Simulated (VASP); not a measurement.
# HfC (I4/mmm) in VASP: further runs

The runs below take HfC through single point, with PBEsol.

Everything below comes from runs of VASP 6.6.1. Logs are shortened: lines on timing, memory, paths and dates and some standing lists are left out, and cuts for length are marked.

**1. The cell of the first run**

The structure is tetragonal, space group I4/mmm (No. 139). The conventional cell has a = 3.691 Å, b = 3.691 Å, c = 3.690 Å, α = 90.00°, β = 90.00°, γ = 90.00°. Hf (site symmetry 4/mmm) has 2 C at 1.85 Å within 2.4 Å. C (site symmetry 4/mmm) has 2 Hf at 1.85 Å within 2.4 Å.

**2. Single point, PBEsol**

INCAR reads:

```
ALGO = Normal
EDIFF = 1E-7
ENCUT = 520
GGA = PS
ISIF = 2
ISMEAR = 0
LASPH = T
LCHARG = T
LELF = T
LREAL = F
LVHAR = T
LWAVE = F
NBANDS = 14
NELM = 60
PREC = Accurate
SIGMA = 0.15
```

KPOINTS reads:

```
k-points
0
Gamma
  20 20 20
```

POSCAR reads:

```
HfC
1.0
    0.0000000000      2.6098556416      1.8451679386
    2.6098556416      0.0000000000      1.8451679386
    2.6098556416      2.6098556416      0.0000000000
Hf C
1 1
Direct
    0.5000000000      0.5000000000      0.5000000000
    0.0000000000      0.0000000000      0.0000000000
```

Potentials or basis: VASP PAW PBE potentials, release 64 (Hf_pv, C).

On the command line:

```sh
> cat potpaw_PBE.64/Hf_pv/POTCAR potpaw_PBE.64/C/POTCAR > POTCAR
> mpirun -np 1 vasp_std > vasp.out
```

OUTCAR:

```text
EDIFF = 1E-7
   ENCUT = 520
   GGA = PS
   ISIF = 2
   ISMEAR = 0
   LASPH = T
   LREAL = F
   NELM = 60
   PREC = Accurate

 ion  position               nearest neighbor table
   1  0.500  0.500  0.500-   2 1.85   2 1.85   2 2.61   2 2.61   2 2.61   2 2.61
   2  0.000  0.000  0.000-   1 1.85   1 1.85   1 2.61   1 2.61   1 2.61   1 2.61

  LATTYP: Found a body centered tetragonal cell.
 ALAT       =     3.6908932442
 C/A-ratio  =     0.9998489886

  Lattice vectors:

 A1 = (   0.0000000000,  -2.6098556416,  -1.8451679386)
 A2 = (   0.0000000000,   2.6098556416,  -1.8451679386)
 A3 = (   2.6098556416,   0.0000000000,   1.8451679386)

Analysis of symmetry for initial positions (statically):
=====================================================================
 Subroutine PRICEL returns:
 Original cell was already a primitive cell.

 Routine SETGRP: Setting up the symmetry group for a
 body centered tetragonal supercell.

 Subroutine GETGRP returns: Found 16 space group operations
 (whereof 16 operations were pure point group operations)
 out of a pool of 16 trial point group operations.

The static configuration has the point symmetry D_4h.

Analysis of symmetry for dynamics (positions and initial velocities):
=====================================================================
 Subroutine PRICEL returns:
 Original cell was already a primitive cell.

 Routine SETGRP: Setting up the symmetry group for a
 body centered tetragonal supercell.

 Subroutine GETGRP returns: Found 16 space group operations
 (whereof 16 operations were pure point group operations)
 out of a pool of 16 trial point group operations.

The dynamic configuration has the point symmetry D_4h.

 Subroutine INISYM returns: Found 16 space group operations
 (whereof 16 operations are pure point group operations),
 and found     1 'primitive' translations

----------------------------------------------------------------------------------------

                                     Primitive cell

  volume of cell :      25.1362

  direct lattice vectors                    reciprocal lattice vectors
     0.000000000  2.609855642  1.845167939    -0.191581478  0.191581478  0.270978045
     2.609855642  0.000000000  1.845167939     0.191581478 -0.191581478  0.270978045
     2.609855642  2.609855642  0.000000000     0.191581478  0.191581478 -0.270978045

  length of vectors
     3.196246422  3.196246422  3.690893244     0.383191892  0.383191892  0.383191892

  position of ions in fractional coordinates (direct lattice)
     0.500000000  0.500000000  0.500000000
     0.000000000  0.000000000  0.000000000

  ion indices of the primitive-cell ions
   primitive index   ion index
                 1           1
                 2           2

----------------------------------------------------------------------------------------

 KPOINTS: k-points

Automatic generation of k-mesh.
 Grid dimensions read from file:
 generate k-points for:   20   20   20

 Generating k-lattice:

  Cartesian coordinates                     Fractional coordinates (reciprocal lattice)
    -0.009579074  0.009579074  0.013548902     0.050000000  0.000000000  0.000000000
     0.009579074 -0.009579074  0.013548902     0.000000000  0.050000000  0.000000000
     0.009579074  0.009579074 -0.013548902     0.000000000  0.000000000  0.050000000

  Length of vectors
     0.019159595  0.019159595  0.019159595

  Shift w.r.t. Gamma in fractional coordinates (k-lattice)
     0.000000000  0.000000000  0.000000000

 Subroutine IBZKPT returns following result:
 ===========================================

 Found    641 irreducible k-points:

 Following reciprocal coordinates:
            Coordinates               Weight
  0.000000  0.000000  0.000000      1.000000
  0.050000  0.000000  0.000000      8.000000
  0.100000  0.000000  0.000000      8.000000
  0.150000  0.000000  0.000000      8.000000
  0.200000  0.000000  0.000000      8.000000
  0.250000  0.000000  0.000000      8.000000
[... 16 lines left out ...]
 -0.400000  0.050000  0.000000      8.000000
 -0.350000  0.050000  0.000000      8.000000
 [... further k-points ...]
   k-points           NKPTS =    641   k-points in BZ     NKDIM =    641   number of bands    NBANDS=     14
   number of dos      NEDOS =    301   number of ions     NIONS =      2
   total plane-waves  NPLWV =  16128
   dimension x,y,z NGX =    24 NGY =   24 NGZ =   28
   dimension x,y,z NGXF=    48 NGYF=   48 NGZF=   56
   ions per type =               1   1
   NGX,Y,Z   is equivalent  to a cutoff of  12.48, 12.48, 12.61 a.u.
   NGXF,Y,Z  is equivalent  to a cutoff of  24.97, 24.97, 25.22 a.u.
 SYSTEM =  unknown system
   PREC   = accura    normal or accurate (medium, high low for compatibility)
   ISTART =      0    job   : 0-new  1-cont  2-samecut
   ICHARG =      2    charge: 1-file 2-atom 10-const
   ISPIN  =      1    spin polarized calculation?
   LNONCOLLINEAR =      F non collinear calculations
   LSORBIT =      F    spin-orbit coupling
   LASPH  =      T    aspherical Exc in radial PAW
   ENCUT  =  520.0 eV  38.22 Ry    6.18 a.u.   5.94  5.94  6.86*2*pi/ulx,y,z
   NELM   =     60;   NELMIN=  2; NELMDL= -5     # of ELM steps
   EDIFF  = 0.1E-06   stopping-criterion for ELM
   LREAL  =      F    real-space projection
   EDIFFG = 0.1E-05   stopping-criterion for IOM
   NSW    =      0    number of steps for IOM
   IBRION =     -1    ionic relax: 0-MD 1-quasi-New 2-CG
   NFREE  =      0    steps in history (QN), initial steepest desc. (CG)
   ISIF   =      2    stress and relaxation
   ISYM   =      2    0-nonsym 1-usesym 2-fastsym
   POTIM  = 0.5000    time-step for ionic-motion
   TEBEG  =    0.0;   TEEND  =   0.0 temperature during run
   PSTRESS=    0.0 pullay stress
   NELECT =      14.0000    total number of electrons
   NUPDOWN=      -1.0000    fix difference up-down
   EMIN   =  10.00;   EMAX   =-10.00  energy-range for DOS
   EFERMI =   0.00;   METHOD = LEGACY
   ISMEAR =     0;   SIGMA  =   0.15  broadening in eV -4-tet -1-fermi 0-gaus
   EFERMI_NEDOS =   21; number of points for ismear=-14 and -15
   IALGO  =     38    algorithm
   IMIX   =      4    mixing-type and parameters
     AMIX     =   0.40;   BMIX     =  1.00
     AMIX_MAG =   1.60;   BMIX_MAG =  1.00
  volume/ion in A,a.u.               =      12.57        84.81
  Fermi-wavevector in a.u.,A,eV,Ry     =   1.346949  2.545365 24.684672  1.814272
  Thomas-Fermi vector in A             =   2.474740
   LORBIT       =      0    0 simple, 1 ext, 2 COOP (PROOUT), +10 PAW based schemes
   GGA     = PS    functional components
   LHFCALC =     F    Hartree Fock is set to
   AEXX    =    0.0000 exact exchange contribution
   IVDW    =     0    specifies the selected vdW correction
   LEPSILON=     F    determine dielectric tensor
   LRPA    =     F    only Hartree local field effects (RPA)
 non-spin polarized calculation
 Gauss-broadening in eV      SIGMA  =   0.15
  energy-cutoff  :      520.00
  volume of cell :       25.14
 maximum number of plane-waves:       700
   NGX = 11   NGY = 11   NGZ = 13

 number of electron      13.9999999 magnetization

 Free energy of the ion-electron system (eV)
  ---------------------------------------------------
  ext. energy  EPLUGINS =         0.00000000
  ---------------------------------------------------
  free energy    TOTEN  =       -18.55948234 eV

  energy without entropy =      -18.55002603  energy(sigma->0) =      -18.55475418

 E-fermi :   6.3810     XC(G=0): -12.2379

 val. band max:        6.3733831094   @ k =  -0.1000   0.1500   0.0500
 cond. band min:       6.3824956775   @ k =  -0.2500   0.2500   0.0000
 fundamental gap:      0.0091125681
 Fermi energy:         6.3810362476

 k-point     1 :       0.0000    0.0000    0.0000
  band No.  band energies     occupation
      1     -24.0135      2.00000
      2     -23.4334      2.00000
      3     -23.4334      2.00000
      4      -6.7392      2.00000
      5       5.5855      2.00000
      6       5.9605      1.99993
      7       5.9605      1.99993
      8       6.7344      0.00086
      9       6.7344      0.00086
     10       6.9738      0.00000
     11       9.5454      0.00000
     12       9.9932      0.00000
     13      18.1829      0.00000
     14      20.1228      0.00000

 k-point     2 :       0.0500    0.0000    0.0000
  band No.  band energies     occupation
      1     -24.0231      2.00000
      2     -23.4419      2.00000
      3     -23.4387      2.00000
      4      -6.6628      2.00000
      5       5.0090      2.00000
      6       5.4083      2.00000
      7       6.0482      1.99830
      8       6.9474      0.00000
      9       7.2599      0.00000
     10       7.4687      0.00000
     11       9.4302      0.00000
     12       9.9519      0.00000
     13      18.3403      0.00000
     14      20.1268      0.00000

 k-point     3 :       0.1000    0.0000    0.0000
  band No.  band energies     occupation
      1     -24.0526      2.00000
      2     -23.4643      2.00000
      3     -23.4539      2.00000
      4      -6.4369      2.00000
      5       4.1876      2.00000
      6       4.6497      2.00000
      7       6.0207      1.99932
      8       7.2033      0.00000
      9       8.1768      0.00000
     10       8.4348      0.00000
     11       9.1585      0.00000
     12       9.8541      0.00000
     13      18.7334      0.00000
     14      20.1321      0.00000

 k-point     4 :       0.1500    0.0000    0.0000
  band No.  band energies     occupation
      1     -24.1028      2.00000
      2     -23.4935      2.00000
      3     -23.4775      2.00000
      4      -6.0708      2.00000
      5       3.3909      2.00000
      6       3.9471      2.00000
      7       5.8362      2.00000
      8       7.6071      0.00000
      9       8.8102      0.00000
     10       9.2017      0.00000
     11       9.4923      0.00000
     12       9.8076      0.00000
     13      19.0597      0.00000
     14      20.1344      0.00000

 k-point     5 :       0.2000    0.0000    0.0000
  band No.  band energies     occupation
      1     -24.1724      2.00000
      2     -23.5217      2.00000
      3     -23.5071      2.00000
      4      -5.5788      2.00000
      5       2.6561      2.00000
      6       3.3260      2.00000
      7       5.4000      2.00000
      8       8.1592      0.00000
      9       8.7860      0.00000
     10       9.5004      0.00000
     11      10.4337      0.00000
[... 276 lines left out ...]
 k-point    22 :      -0.4500    0.0500    0.0000
  band No.  band energies     occupation
      1     -24.5222      2.00000
      2     -23.6458      2.00000
      3     -23.5934      2.00000
      4      -2.3874      2.00000
      5      -0.0234      2.00000
      6       1.6941      2.00000
      7       2.3511      2.00000
      8       9.4898      0.00000
      9      11.5513      0.00000
     10      12.3203      0.00000
     11      14.0565      0.00000
     12      14.8036      0.00000
     13      14.8139      0.00000
     14      18.0024      0.00000

 k-point    23 :      -0.4000    0.0500    0.0000
  band No.  band energies     occupation
      1     -24.4766      2.00000
      2     -23.6314      2.00000
      3     -23.5948      2.00000
      4      -3.1388      2.00000
      5       0.3658      2.00000
      6       1.8587      2.00000
      7       3.0860      2.00000
      8       9.7011      0.00000
      9      10.8104      0.00000
     10      11.5262      0.00000
     11      14.1206      0.00000
     12      14.2686      0.00000
     13      14.7261      0.00000
     14      18.9746      0.00000

 k-point    24 :      -0.3500    0.0500    0.0000
  band No.  band energies     occupation
      1     -24.4085      2.00000
      2     -23.6087      2.00000
      3     -23.5932      2.00000
      4      -3.8833      2.00000
      5       0.7938      2.00000
      6       2.1192      2.00000
      7       3.9211      2.00000
      8       9.7941      0.00000
      9      10.1674      0.00000
     10      10.5755      0.00000
     11      13.2607      0.00000
     12      13.5135      0.00000
     13      15.5038      0.00000
     14      20.2337      0.00000

 [... further k-points ...]

------------------------ aborting loop because EDIFF is reached ----------------------------------------

  FORCE on cell =-STRESS in cart. coord.  units (eV):
  Direction    XX          YY          ZZ          XY          YZ          ZX
  --------------------------------------------------------------------------------------
  -------------------------------------------------------------------------------------
  Total       -4.3926013     -4.3926013     30.0212544      0.0000000     -0.0000000      0.0000000
  in kB     -279.9841840   -279.9841840   1913.5532379      0.0000000     -0.0000000      0.0000000
  external PRESSURE =     451.1949566 kB  Pullay stress =       0.0000000 kB

 VOLUME and BASIS-vectors are now :
 -----------------------------------------------------------------------------
  energy-cutoff  :      520.00
  volume of cell :       25.14
      direct lattice vectors                 reciprocal lattice vectors
     0.000000000  2.609855642  1.845167939    -0.191581478  0.191581478  0.270978045
     2.609855642  0.000000000  1.845167939     0.191581478 -0.191581478  0.270978045
     2.609855642  2.609855642  0.000000000     0.191581478  0.191581478 -0.270978045

 POSITION                                       TOTAL-FORCE (eV/Angst)
 -----------------------------------------------------------------------------------
      2.60986      2.60986      1.84517         0.000000      0.000000     -0.000000
      0.00000      0.00000      0.00000        -0.000000     -0.000000      0.000000
 -----------------------------------------------------------------------------------
    total drift:                                0.000000     -0.000000      0.000000

  FREE ENERGIE OF THE ION-ELECTRON SYSTEM (eV)
  ---------------------------------------------------
  free  energy   TOTEN  =       -18.5594823360 eV

  energy  without entropy=      -18.5500260320  energy(sigma->0) =      -18.55475418
```

Wall time 2.7 min (1 thread of AMD EPYC 7R13 (Zen 3), shared host); peak memory 0.31 GiB.

Results:

| Property | Result |
| --- | --- |
| Free energy | -18.5595 eV |
| Pressure | 45.1 GPa |
| Band gap on the k mesh | zero (band 7 reaches 6.99 eV, above the bottom of band 8 at 4.34 eV) |

Levels at points of the mesh, in eV from the Fermi level:
```csv
k point,band 3,band 4,band 5,band 6,band 7,band 8,band 9,band 10,band 11,band 12
"(0.00, 0.00, 0.00)",-29.81,-13.12,-0.80,-0.42,-0.42,0.35,0.35,0.59,3.16,3.61
"(0.50, 0.00, 0.00)",-29.96,-7.94,-6.82,-4.81,-4.76,3.26,5.30,6.21,7.43,8.76
"(0.50, 0.50, 0.00)",-30.30,-11.54,-2.91,-2.01,-2.01,1.13,5.24,5.24,5.69,7.77
"(0.50, 0.00, 0.50)",-29.81,-11.83,-4.09,-1.41,-0.79,1.51,2.54,4.35,6.01,7.63
```

Caveat: the PAW data sets were made with another functional, which shifts forces and pressure a little; spin-orbit coupling is left out, which moves the levels of the heavy elements.

[end of part 1 of 3]
